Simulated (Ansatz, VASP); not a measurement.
LiBe2F4 in VASP and in Ansatz

```
Li Be F
1.0
     2.27950   -1.31571   -0.01215
     2.27950    1.31571   -0.01215
    -1.31320    0.00000   12.88681
Li Be F
1 2 4
Direct
  0.44431 0.44431 0.64761
  0.88924 0.88924 0.97145
  0.66731 0.66731 0.32358
  0.24325 0.24325 0.04109
  0.53423 0.53423 0.90181
  0.35510 0.35510 0.39320
  0.97968 0.97968 0.25392
```

Alike in both runs: functional PBE; dispersion D3(BJ); k mesh 16 × 16 × 4; occupations gaussian, width 0.1 eV; no spin polarisation.

Ansatz relaxed the structure, and its values are those at the end. VASP's run is a single point on that final structure, the one shown.

```csv
,VASP,Ansatz
version,VASP 6.6.1,Ansatz 0.2.0
potentials or method,"VASP PAW PBE potentials, release 64 (Li_sv, Be, F), cutoff 520 eV","scalar-relativistic, plane waves, PAW"
valence electrons in the cell,35,35
```

Ansatz gave:

| Item | Value |
| --- | --- |
| gap on the k mesh at the Fermi level (eV) | none |
| rms of the force components (eV/Å) | 0.001 |

Q: What did VASP give for the same quantities?

A: gap on the k mesh at the Fermi level (eV): none; rms of the force components (eV/Å): 0.006.

A gap of «none» marks a metal or a gap that the smearing closes.

Noted on VASP's run: the cutoff is short for stress, so the pressure is rough.
